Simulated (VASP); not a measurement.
Input of a VASP 6.6.1 run:

Contents of INCAR:

```
SYSTEM = Pd
ALGO = Fast
EDIFF = 1E-6
EDIFFG = -0.01
ENCUT = 600
GGA = RE
IBRION = 2
ISIF = 3
ISMEAR = -1
IVDW = 12
LASPH = .True.
LCHARG = .False.
LREAL = .False.
LWAVE = .False.
NELM = 60
NSW = 60
PREC = Accurate
SIGMA = 0.05
```

Contents of KPOINTS:

```
k-points
0
Gamma
  12 12 12
  0 0 0
```

POSCAR

```
Pd
1.0
   -1.5722810000      1.5722810000      1.5722810000
    1.5722810000     -1.5722810000      1.5722810000
    1.5722810000      1.5722810000     -1.5722810000
Pd
1
Direct
    0.0000000000      0.0000000000      0.0000000000
```

Potentials or basis: VASP PAW PBE potentials, release 64 (Pd).

Run with:

```bash
$ cat potpaw_PBE.64/Pd/POTCAR > POTCAR
$ mpirun -np 1 vasp_std > vasp.out
```

(1) What does it give for the relaxed volume?

(2) Predict the relaxed cell.

## Answers

(1) 14.52 Å³/atom.

(2) a = 2.662 Å, b = 2.662 Å, c = 2.662 Å, α = 109.47°, β = 109.47°, γ = 109.47°.

Caveat: the PAW data sets were made with another functional, which shifts forces and pressure a little; pairwise dispersion overbinds metals, which lowers pressure and volume.
